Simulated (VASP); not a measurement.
InSb:

```
CELL_PARAMETERS angstrom
0.00000 3.31661 3.31661
3.31661 0.00000 3.31661
3.31661 3.31661 0.00000
ATOMIC_POSITIONS crystal
In 0.00000 0.00000 0.00000
Sb 0.75000 0.75000 0.75000
```

| Property | Result |
| --- | --- |
| Program | VASP 6.6.1 |
| Task | relaxation of cell and atoms |
| Functional | LDA |
| Potentials or basis | VASP PAW LDA potentials, release 64 (In_d, Sb) |
| Cutoff | 600 eV |
| k mesh | 12 × 12 × 12 |
| Occupations | gaussian, width 0.1 eV |
| Spin | no spin polarisation |

At the start: pressure -3.1 GPa; volume 36.48 Å³/atom.

Question: How do energy, volume and symmetry change on relaxing?

Answer: Over 3 steps the energy falls by 30.2 meV/atom and the volume is 33.62 Å³/atom (-7.8 %); space group F-43m (No. 216, to 0.1 Å) before and after.

Step by step:
| step | energy change (eV) | largest force (eV/Å) | pressure (GPa) | volume (Å³) |
| --- | --- | --- | --- | --- |
| 1 | 0.0000 | 0.0000 | -3.13 | 72.96 |
| 2 | -0.0550 | 0.0000 | 1.16 | 65.69 |
| 3 | -0.0605 | 0.0000 | -0.01 | 67.24 |

Final structure:
```
In Sb
1.0
     0.00000    3.22752    3.22752
     3.22752    0.00000    3.22752
     3.22752    3.22752    0.00000
In Sb
1 1
Direct
  0.00000 0.00000 0.00000
  0.75000 0.75000 0.75000
```
